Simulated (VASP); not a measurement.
# HfC (NiAs type) (P6_3/mmc) in VASP: further runs, part 2 of 2

VASP 6.6.1.

## Step 3: Single point, PBE

This run uses another cell than the first one, of 7.33 Å³/atom.

File INCAR:

```
ALGO     = Normal         # electronic algorithm
EDIFF    = 1E-7           # SCF threshold, eV
ENCUT    = 520            # plane-wave cutoff, eV
GGA      = PE             # functional
ISIF     = 2              # what is computed and relaxed
ISMEAR   = -1             # smearing method
LASPH    = T              # aspherical terms in the spheres
LCHARG   = T              # write CHGCAR
LELF     = T              # ELF
LREAL    = F              # projectors in reciprocal space
LVHAR    = T            
LWAVE    = F              # write WAVECAR
NBANDS   = 22             # bands
NELM     = 80             # most SCF steps
PREC     = Accurate       # precision mode
SIGMA    = 0.05           # smearing width, eV
```

File KPOINTS:

```
k-points
0
Gamma
  10 10 6
```

File POSCAR:

```
HfC
1.0
    2.6167741544      0.0000000000      0.0000000000
   -1.3083870772      2.2661928937      0.0000000000
    0.0000000000      0.0000000000      4.9412364664
Hf C
2 2
Direct
    0.0000000000      0.0000000000      0.0000000000
    0.0000000000      0.0000000000      0.5000000000
    0.3333333333      0.6666666667      0.2500000000
    0.6666666667      0.3333333333      0.7500000000
```

Potentials or basis: VASP PAW PBE potentials, release 64 (Hf_pv, C).

Started as:

```bash
$ cat potpaw_PBE.64/Hf_pv/POTCAR potpaw_PBE.64/C/POTCAR > POTCAR
$ mpirun -np 1 vasp_std > vasp.out
```

OUTCAR:

```text
EDIFF = 1E-7
   ENCUT = 520
   GGA = PE
   ISIF = 2
   ISMEAR = -1
   LASPH = T
   LREAL = F
   NELM = 80
   PREC = Accurate

 ion  position               nearest neighbor table
   1  0.000  0.000  0.000-   3 1.95   4 1.95   4 1.95   3 1.95   4 1.95   3 1.95   2 2.47   2 2.47
                             2 3.60   2 3.60   2 3.60   2 3.60   2 3.60   2 3.60   2 3.60   2 3.60
   2  0.000  0.000  0.500-   3 1.95   4 1.95   4 1.95   3 1.95   4 1.95   3 1.95   1 2.47   1 2.47
                             1 3.60   1 3.60   1 3.60   1 3.60   1 3.60   1 3.60   1 3.60   1 3.60
   3  0.333  0.667  0.250-   1 1.95   2 1.95   1 1.95   2 1.95   1 1.95   2 1.95
   4  0.667  0.333  0.750-   1 1.95   2 1.95   1 1.95   2 1.95   1 1.95   2 1.95

  LATTYP: Found a hexagonal cell.
 ALAT       =     2.6167741544
 C/A-ratio  =     1.8882930566

  Lattice vectors:

 A1 = (   2.6167741544,   0.0000000000,   0.0000000000)
 A2 = (  -1.3083870772,   2.2661928937,   0.0000000000)
 A3 = (   0.0000000000,   0.0000000000,   4.9412364664)

Analysis of symmetry for initial positions (statically):
=====================================================================
 Subroutine PRICEL returns:
 Original cell was already a primitive cell.

 Routine SETGRP: Setting up the symmetry group for a
 hexagonal supercell.

 Subroutine GETGRP returns: Found 24 space group operations
 (whereof 12 operations were pure point group operations)
 out of a pool of 24 trial point group operations.

The static configuration has the point symmetry D_3d.
 The point group associated with its full space group is D_6h.

Analysis of symmetry for dynamics (positions and initial velocities):
=====================================================================
 Subroutine PRICEL returns:
 Original cell was already a primitive cell.

 Routine SETGRP: Setting up the symmetry group for a
 hexagonal supercell.

 Subroutine GETGRP returns: Found 24 space group operations
 (whereof 12 operations were pure point group operations)
 out of a pool of 24 trial point group operations.

[... 126 lines left out ...]
  volume/ion in A,a.u.               =       7.33        49.44
  Fermi-wavevector in a.u.,A,eV,Ry     =   1.612481  3.047147 35.376437  2.600095
  Thomas-Fermi vector in A             =   2.707704
   LORBIT       =      0    0 simple, 1 ext, 2 COOP (PROOUT), +10 PAW based schemes
   GGA     = PE    functional components
   LHFCALC =     F    Hartree Fock is set to
   AEXX    =    0.0000 exact exchange contribution
   IVDW    =     0    specifies the selected vdW correction
   LEPSILON=     F    determine dielectric tensor
   LRPA    =     F    only Hartree local field effects (RPA)
 non-spin polarized calculation
  energy-cutoff  :      520.00
  volume of cell :       29.30
 maximum number of plane-waves:       806
 NGX is ok and might be reduce to    20
   NGX =  9   NGY =  9   NGZ = 19

 number of electron      27.9999998 magnetization

 Free energy of the ion-electron system (eV)
  ---------------------------------------------------
  ext. energy  EPLUGINS =         0.00000000
  ---------------------------------------------------
  free energy    TOTEN  =       -22.27672181 eV

  energy without entropy =      -22.26677668  energy(sigma->0) =      -22.27174924

 E-fermi :  11.5612     XC(G=0): -15.1689

 val. band max:       11.5153186723   @ k =   0.2000   0.0000   0.3333
 cond. band min:      11.5800837070   @ k =   0.0000   0.0000   0.1667
 fundamental gap:      0.0647650348
 Fermi energy:        11.5611782449

 k-point     1 :       0.0000    0.0000    0.0000
  band No.  band energies     occupation
      1     -20.8553      2.00000
      2     -16.4028      2.00000
      3     -16.3627      2.00000
      4     -16.3627      2.00000
      5     -15.8473      2.00000
      6     -15.8473      2.00000
[... 589 lines left out ...]
     21      24.0125      0.00000
     22      25.5417      0.00000

 [... further k-points ...]

------------------------ aborting loop because EDIFF is reached ----------------------------------------

  FORCE on cell =-STRESS in cart. coord.  units (eV):
  Direction    XX          YY          ZZ          XY          YZ          ZX
  --------------------------------------------------------------------------------------
  -------------------------------------------------------------------------------------
  Total       68.7728987     68.7728987     68.5280844      0.0000000      0.0000000      0.0000000
  in kB     3760.3577056   3760.3577057   3746.9717742      0.0000000      0.0000000      0.0000000
  external PRESSURE =    3755.8957285 kB  Pullay stress =       0.0000000 kB

 VOLUME and BASIS-vectors are now :
 -----------------------------------------------------------------------------
  energy-cutoff  :      520.00
  volume of cell :       29.30
      direct lattice vectors                 reciprocal lattice vectors
     2.616774154  0.000000000  0.000000000     0.382149907  0.220634352  0.000000000
    -1.308387077  2.266192894  0.000000000     0.000000000  0.441268703  0.000000000
     0.000000000  0.000000000  4.941236466     0.000000000  0.000000000  0.202378495

 POSITION                                       TOTAL-FORCE (eV/Angst)
 -----------------------------------------------------------------------------------
      0.00000      0.00000      0.00000         0.000000      0.000000     -0.000000
      0.00000      0.00000      2.47062         0.000000      0.000000     -0.000000
     -0.00000      1.51080      1.23531        -0.000000      0.000000      0.000000
      1.30839      0.75540      3.70593         0.000000     -0.000000     -0.000000
 -----------------------------------------------------------------------------------
    total drift:                               -0.000000      0.000000      0.000000

  FREE ENERGIE OF THE ION-ELECTRON SYSTEM (eV)
  ---------------------------------------------------
  free  energy   TOTEN  =       -22.2767218122 eV

  energy  without entropy=      -22.2667766763  energy(sigma->0) =      -22.27174924
```

OSZICAR:

```text
N       E                     dE             d eps       ncg     rms          rms(c)
DAV:   1     0.121237951838E+03    0.12124E+03   -0.15713E+04  2464   0.133E+03
DAV:   2    -0.242511505264E+02   -0.14549E+03   -0.13881E+03  3064   0.319E+02
DAV:   3    -0.291175358156E+02   -0.48664E+01   -0.48224E+01  3066   0.450E+01
DAV:   4    -0.291458102583E+02   -0.28274E-01   -0.28269E-01  2866   0.365E+00
DAV:   5    -0.291460851040E+02   -0.27485E-03   -0.27484E-03  3090   0.290E-01    0.199E+02
DAV:   6    -0.223987002908E+02    0.67474E+01   -0.28371E+01  2584   0.262E+01    0.122E+02
DAV:   7    -0.222803141532E+02    0.11839E+00   -0.68103E-01  3004   0.543E+00    0.126E+01
DAV:   8    -0.222772542456E+02    0.30599E-02   -0.17405E-02  2828   0.786E-01    0.993E-01
DAV:   9    -0.222767141627E+02    0.54008E-03   -0.11878E-03  2974   0.239E-01    0.675E-01
DAV:  10    -0.222767253993E+02   -0.11237E-04   -0.37718E-05  3106   0.419E-02    0.170E-01
DAV:  11    -0.222767239737E+02    0.14256E-05   -0.21242E-05  2956   0.323E-02    0.322E-02
DAV:  12    -0.222767219948E+02    0.19789E-05   -0.20905E-06  2932   0.102E-02    0.826E-03
DAV:  13    -0.222767218248E+02    0.17002E-06   -0.71285E-08  1850   0.187E-03    0.139E-03
DAV:  14    -0.222767218122E+02    0.12617E-07   -0.91174E-09  1532   0.728E-04
   1 F= -.22276722E+02 E0= -.22271749E+02  d E =-.994514E-02
```

Wall time 24 s (1 thread of Intel Xeon Platinum 8488C (Sapphire Rapids), shared host); peak memory 0.16 GiB.

Results:

```yaml
Free_energy: -22.2767 eV
Pressure: 375.6 GPa
Band_gap_on_the_k_mesh: zero (bands 14 and 15 overlap by 2.50 eV)
```

Caveat: the cell stands under pressure; spin-orbit coupling is left out, which moves the levels of the heavy elements.

## Step 4: Single point, PBE (7.33 Å³/atom)

This run uses another cell than the first one, of 7.33 Å³/atom.

File INCAR:

```
PREC     = Accurate       # precision mode
ENCUT    = 520            # plane-wave cutoff, eV
EDIFF    = 1E-7           # SCF threshold, eV
ISMEAR   = -1             # smearing method
SIGMA    = 0.05           # smearing width, eV
LREAL    = F              # projectors in reciprocal space
LASPH    = T              # aspherical terms in the spheres
NELM     = 60             # most SCF steps
ALGO     = Normal         # electronic algorithm
ISIF     = 2              # what is computed and relaxed
LWAVE    = F              # write WAVECAR
LCHARG   = F              # write CHGCAR
GGA      = PE             # functional
NBANDS   = 22             # bands
```

File KPOINTS:

```
Automatic mesh
0
Gamma
  10 10 6
```

POSCAR, as its differences from that of step 3:

```diff
@@ -3,3 +3,3 @@
     2.6167741544      0.0000000000      0.0000000000
-   -1.3083870772      2.2661928937      0.0000000000
+   -1.3083870772      2.2661928936      0.0000000000
     0.0000000000      0.0000000000      4.9412364664
```

Potentials or basis: VASP PAW PBE potentials, release 64 (Hf_pv, C).

Started as:

```bash
$ cat potpaw_PBE.64/Hf_pv/POTCAR potpaw_PBE.64/C/POTCAR > POTCAR
$ mpirun -np 1 vasp_std > vasp.out
```

OUTCAR:

```text
PREC = Accurate
   ENCUT = 520
   EDIFF = 1E-7
   ISMEAR = -1
   LREAL = F
   LASPH = T
   NELM = 60
   ISIF = 2
   GGA = PE

 ion  position               nearest neighbor table
   1  0.000  0.000  0.000-   3 1.95   4 1.95   3 1.95   4 1.95   4 1.95   3 1.95   2 2.47   2 2.47
                             2 3.60   2 3.60   2 3.60   2 3.60   2 3.60   2 3.60   2 3.60   2 3.60
   2  0.000  0.000  0.500-   3 1.95   4 1.95   3 1.95   4 1.95   4 1.95   3 1.95   1 2.47   1 2.47
                             1 3.60   1 3.60   1 3.60   1 3.60   1 3.60   1 3.60   1 3.60   1 3.60
   3  0.333  0.667  0.250-   1 1.95   2 1.95   1 1.95   2 1.95   1 1.95   2 1.95
[... 806 lines left out ...]
  -------------------------------------------------------------------------------------
  Total       68.7728987     68.7728987     68.5280844      0.0000000      0.0000000     -0.0000000
  in kB     3760.3577031   3760.3577029   3746.9717757      0.0000000      0.0000000     -0.0000000
  external PRESSURE =    3755.8957272 kB  Pullay stress =       0.0000000 kB

 VOLUME and BASIS-vectors are now :
 -----------------------------------------------------------------------------
  energy-cutoff  :      520.00
  volume of cell :       29.30
      direct lattice vectors                 reciprocal lattice vectors
     2.616774154  0.000000000  0.000000000     0.382149907  0.220634352  0.000000000
    -1.308387077  2.266192894  0.000000000     0.000000000  0.441268703  0.000000000
     0.000000000  0.000000000  4.941236466     0.000000000  0.000000000  0.202378495

 POSITION                                       TOTAL-FORCE (eV/Angst)
 -----------------------------------------------------------------------------------
      0.00000      0.00000      0.00000        -0.000000      0.000000      0.000000
      0.00000      0.00000      2.47062        -0.000000      0.000000      0.000000
     -0.00000      1.51080      1.23531        -0.000000     -0.000000      0.000000
      1.30839      0.75540      3.70593         0.000000     -0.000000     -0.000000
 -----------------------------------------------------------------------------------
    total drift:                                0.000000      0.000000      0.000000

  FREE ENERGIE OF THE ION-ELECTRON SYSTEM (eV)
  ---------------------------------------------------
  free  energy   TOTEN  =       -22.2767218097 eV

  energy  without entropy=      -22.2667766739  energy(sigma->0) =      -22.27174924
```

OSZICAR:

```text
N       E                     dE             d eps       ncg     rms          rms(c)
DAV:   1     0.121237951842E+03    0.12124E+03   -0.15713E+04  2464   0.133E+03
DAV:   2    -0.242511505237E+02   -0.14549E+03   -0.13881E+03  3064   0.319E+02
DAV:   3    -0.291175358130E+02   -0.48664E+01   -0.48224E+01  3066   0.450E+01
DAV:   4    -0.291458102544E+02   -0.28274E-01   -0.28269E-01  2866   0.365E+00
DAV:   5    -0.291460851015E+02   -0.27485E-03   -0.27484E-03  3090   0.290E-01    0.199E+02
DAV:   6    -0.223987002885E+02    0.67474E+01   -0.28371E+01  2584   0.262E+01    0.122E+02
DAV:   7    -0.222803141491E+02    0.11839E+00   -0.68103E-01  3004   0.543E+00    0.126E+01
DAV:   8    -0.222772542418E+02    0.30599E-02   -0.17405E-02  2828   0.786E-01    0.993E-01
DAV:   9    -0.222767141607E+02    0.54008E-03   -0.11878E-03  2974   0.239E-01    0.675E-01
DAV:  10    -0.222767253950E+02   -0.11234E-04   -0.37718E-05  3106   0.419E-02    0.170E-01
DAV:  11    -0.222767239695E+02    0.14255E-05   -0.21242E-05  2956   0.323E-02    0.322E-02
DAV:  12    -0.222767219924E+02    0.19771E-05   -0.20905E-06  2932   0.102E-02    0.826E-03
DAV:  13    -0.222767218203E+02    0.17208E-06   -0.71286E-08  1850   0.187E-03    0.139E-03
DAV:  14    -0.222767218097E+02    0.10605E-07   -0.91143E-09  1532   0.728E-04
   1 F= -.22276722E+02 E0= -.22271749E+02  d E =-.994514E-02
```

stdout:

```text
POSCAR found type information on POSCAR HfC
 POSCAR found :  2 types and       4 ions
 scaLAPACK will be used
 LDA part: xc-table for (Slater+PW92), standard interpolation
 POSCAR, INCAR and KPOINTS ok, starting setup
 FFT: planning ... GRIDC
 FFT: planning ... GRID_SOFT
 FFT: planning ... GRID
 WAVECAR not read
 entering main loop
```

Wall time 24 s (1 thread of Intel Xeon Platinum 8488C (Sapphire Rapids), shared host); peak memory 0.16 GiB.

Results:

| Property | Result |
| --- | --- |
| Free energy | -22.2767 eV |
| Pressure | 375.6 GPa |
| Band gap on the k mesh | zero (bands 14 and 15 overlap by 2.50 eV) |

Stress tensor (GPa, compression positive):
```
376.04   0.00   0.00
  0.00 376.04   0.00
  0.00   0.00 374.70
```

Caveat: the cell stands under pressure; spin-orbit coupling is left out, which moves the levels of the heavy elements.

## Step 5: Single point, PBE (7.33 Å³/atom)

This run uses another cell than the first one, of 7.33 Å³/atom.

File INCAR:

```
SYSTEM = HfC
PREC = Accurate
ENCUT = 520
EDIFF = 1E-6
ISMEAR = -1
SIGMA = 0.05
LREAL = .False.
LASPH = .True.
NELM = 100
ALGO = Normal
ISIF = 2
LWAVE = .False.
LCHARG = .False.
GGA = PE
NBANDS = 22
```

File KPOINTS:

```
regular mesh
0
Gamma
  10 10 6
  0 0 0
```

POSCAR is that of step 4.

Potentials or basis: VASP PAW PBE potentials, release 64 (Hf_pv, C).

Started as:

```bash
$ cat potpaw_PBE.64/Hf_pv/POTCAR potpaw_PBE.64/C/POTCAR > POTCAR
$ mpirun -np 1 vasp_std > vasp.out
```

OUTCAR:

```text
SYSTEM = HfC
   PREC = Accurate
   ENCUT = 520
   EDIFF = 1E-6
   ISMEAR = -1
   LREAL = .False.
   LASPH = .True.
   NELM = 100
   ISIF = 2
   GGA = PE

 ion  position               nearest neighbor table
   1  0.000  0.000  0.000-   3 1.95   4 1.95   3 1.95   4 1.95   4 1.95   3 1.95   2 2.47   2 2.47
                             2 3.60   2 3.60   2 3.60   2 3.60   2 3.60   2 3.60   2 3.60   2 3.60
   2  0.000  0.000  0.500-   3 1.95   4 1.95   3 1.95   4 1.95   4 1.95   3 1.95   1 2.47   1 2.47
                             1 3.60   1 3.60   1 3.60   1 3.60   1 3.60   1 3.60   1 3.60   1 3.60
   3  0.333  0.667  0.250-   1 1.95   2 1.95   1 1.95   2 1.95   1 1.95   2 1.95
   4  0.667  0.333  0.750-   1 1.95   2 1.95   1 1.95   2 1.95   1 1.95   2 1.95
[... 805 lines left out ...]
  -------------------------------------------------------------------------------------
  Total       68.7731925     68.7731925     68.5282031      0.0000000      0.0000000      0.0000000
  in kB     3760.3737704   3760.3737702   3746.9782644      0.0000000      0.0000000      0.0000000
  external PRESSURE =    3755.9086017 kB  Pullay stress =       0.0000000 kB

 VOLUME and BASIS-vectors are now :
 -----------------------------------------------------------------------------
  energy-cutoff  :      520.00
  volume of cell :       29.30
      direct lattice vectors                 reciprocal lattice vectors
     2.616774154  0.000000000  0.000000000     0.382149907  0.220634352  0.000000000
    -1.308387077  2.266192894  0.000000000     0.000000000  0.441268703  0.000000000
     0.000000000  0.000000000  4.941236466     0.000000000  0.000000000  0.202378495

 POSITION                                       TOTAL-FORCE (eV/Angst)
 -----------------------------------------------------------------------------------
      0.00000      0.00000      0.00000        -0.000000      0.000000      0.000000
      0.00000      0.00000      2.47062        -0.000000      0.000000      0.000000
     -0.00000      1.51080      1.23531         0.000000     -0.000000     -0.000000
      1.30839      0.75540      3.70593        -0.000000      0.000000      0.000000
 -----------------------------------------------------------------------------------
    total drift:                               -0.000000      0.000000      0.000000

  FREE ENERGIE OF THE ION-ELECTRON SYSTEM (eV)
  ---------------------------------------------------
  free  energy   TOTEN  =       -22.2767218209 eV

  energy  without entropy=      -22.2667766814  energy(sigma->0) =      -22.27174925
```

OSZICAR:

```text
N       E                     dE             d eps       ncg     rms          rms(c)
DAV:   1     0.121237951842E+03    0.12124E+03   -0.15713E+04  2464   0.133E+03
DAV:   2    -0.242511505237E+02   -0.14549E+03   -0.13881E+03  3064   0.319E+02
DAV:   3    -0.291175358130E+02   -0.48664E+01   -0.48224E+01  3066   0.450E+01
DAV:   4    -0.291458102544E+02   -0.28274E-01   -0.28269E-01  2866   0.365E+00
DAV:   5    -0.291460851015E+02   -0.27485E-03   -0.27484E-03  3090   0.290E-01    0.199E+02
DAV:   6    -0.223987002885E+02    0.67474E+01   -0.28371E+01  2584   0.262E+01    0.122E+02
DAV:   7    -0.222803141491E+02    0.11839E+00   -0.68103E-01  3004   0.543E+00    0.126E+01
DAV:   8    -0.222772542418E+02    0.30599E-02   -0.17405E-02  2828   0.786E-01    0.993E-01
DAV:   9    -0.222767141607E+02    0.54008E-03   -0.11878E-03  2974   0.239E-01    0.675E-01
DAV:  10    -0.222767253950E+02   -0.11234E-04   -0.37718E-05  3106   0.419E-02    0.170E-01
DAV:  11    -0.222767239695E+02    0.14255E-05   -0.21242E-05  2956   0.323E-02    0.322E-02
DAV:  12    -0.222767219850E+02    0.19845E-05   -0.20283E-06  2156   0.102E-02    0.807E-03
DAV:  13    -0.222767218209E+02    0.16416E-06   -0.13558E-07  1532   0.271E-03
   1 F= -.22276722E+02 E0= -.22271749E+02  d E =-.994514E-02
```

stdout:

```text
POSCAR found type information on POSCAR HfC
 POSCAR found :  2 types and       4 ions
 scaLAPACK will be used
 LDA part: xc-table for (Slater+PW92), standard interpolation
 POSCAR, INCAR and KPOINTS ok, starting setup
 FFT: planning ... GRIDC
 FFT: planning ... GRID_SOFT
 FFT: planning ... GRID
 WAVECAR not read
 entering main loop
```

Run time: 22 s. Hardware: 1 thread of Intel Xeon Platinum 8488C (Sapphire Rapids), shared host; peak memory 0.16 GiB.

What came out:

- Free energy: -22.2767 eV
- Pressure: 375.6 GPa
- Band gap on the k mesh: zero (bands 14 and 15 overlap by 2.50 eV)

Stress tensor (GPa, compression positive):
```
376.04   0.00   0.00
  0.00 376.04   0.00
  0.00   0.00 374.70
```

Levels at points of the mesh, in eV from the Fermi level:
```
           k point  band 11  band 12  band 13  band 14  band 15  band 16  band 17  band 18
(0.00, 0.00, 0.00)    -4.58    -4.14     0.81     1.55     1.55     2.02     2.02     2.48
(0.50, 0.00, 0.00)    -5.32    -3.58    -1.85     0.38     1.08     1.24     8.14    10.55
(0.00, 0.00, 0.50)    -2.80    -2.80    -2.80    -2.80     3.07     3.07     4.36     4.36
(0.50, 0.00, 0.50)    -2.82    -2.82    -2.29    -2.29     1.43     1.43     9.60     9.60
```

Caveat: the cell stands under pressure; spin-orbit coupling is left out, which moves the levels of the heavy elements.
